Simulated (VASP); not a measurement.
Here is a VASP 6.6.1 calculation.

Contents of POSCAR:

```
Ni
1.0
    2.4584192556      0.0000000000      0.0000000000
   -1.2292096278      2.1290535285      0.0000000000
    0.0000000000      0.0000000000      8.0625990897
Ni
4
Direct
    0.0000000000      1.0000000000      1.0000000000
    0.0000000000      0.0000000000      0.5000000000
    0.3333333333      0.6666666667      0.2500000000
    0.6666666667      0.3333333333      0.7500000000
```

INCAR.step1

```
SYSTEM = Ni
PREC     = Accurate       ! precision mode
ENCUT    = 660            ! plane-wave cutoff, eV
ISMEAR   = -1             ! smearing method
SIGMA    = 0.05           ! smearing width, eV
LREAL    = .False.        ! projectors in reciprocal space
LASPH    = .True.         ! aspherical terms in the spheres
NELM     = 200            ! most SCF steps
ISPIN    = 2              ! spin polarisation
MAGMOM   = 0.804 0.804 0.777 0.777 ! initial moments
LMAXMIX  = 4              ! l up to which the mixer works
NBANDS   = 32             ! bands
GGA      = PE             ! functional
ALGO     = Normal         ! electronic algorithm
EDIFF    = 1E-5           ! SCF threshold, eV
LWAVE    = .True.         ! write WAVECAR
LCHARG   = .False.        ! write CHGCAR
GGA_COMPAT= .False.
```

The input INCAR.step2:

```
SYSTEM = Ni
PREC     = Accurate       ! precision mode
ENCUT    = 660            ! plane-wave cutoff, eV
EDIFF    = 1E-6           ! SCF threshold, eV
ISMEAR   = -1             ! smearing method
SIGMA    = 0.05           ! smearing width, eV
LREAL    = .False.        ! projectors in reciprocal space
LASPH    = .True.         ! aspherical terms in the spheres
NELM     = 200            ! most SCF steps
ALGO     = Normal         ! electronic algorithm
ISIF     = 2              ! what is computed and relaxed
LWAVE    = .False.        ! write WAVECAR
LCHARG   = .False.        ! write CHGCAR
ISPIN    = 2              ! spin polarisation
MAGMOM   = 0.804 0.804 0.777 0.777 ! initial moments
LORBIT   = 11             ! projections on sites
LMAXMIX  = 4              ! l up to which the mixer works
METAGGA  = R2SCAN         ! meta-GGA
LMIXTAU  = .True.       
NBANDS   = 32             ! bands
ISTART   = 1            
GGA_COMPAT= .False.
```

Contents of KPOINTS:

```
Automatic mesh
0
Gamma
  16 16 5
  0 0 0
```

Potentials or basis: VASP PAW PBE potentials, release 64 (Ni).

Launch:

```sh
$ cat potpaw_PBE.64/Ni/POTCAR > POTCAR
$ cp INCAR.step1 INCAR
$ mpirun -np 1 vasp_std > vasp.out
$ cp INCAR.step2 INCAR
$ mpirun -np 1 vasp_std > vasp.out
```

(1) Estimate the net moment.

(2) Predict the pressure.

## Answers

(1) 2.92 μB per cell.

(2) 0.2 GPa.

Caveat: the PAW data sets were made with another functional, which shifts forces and pressure a little.
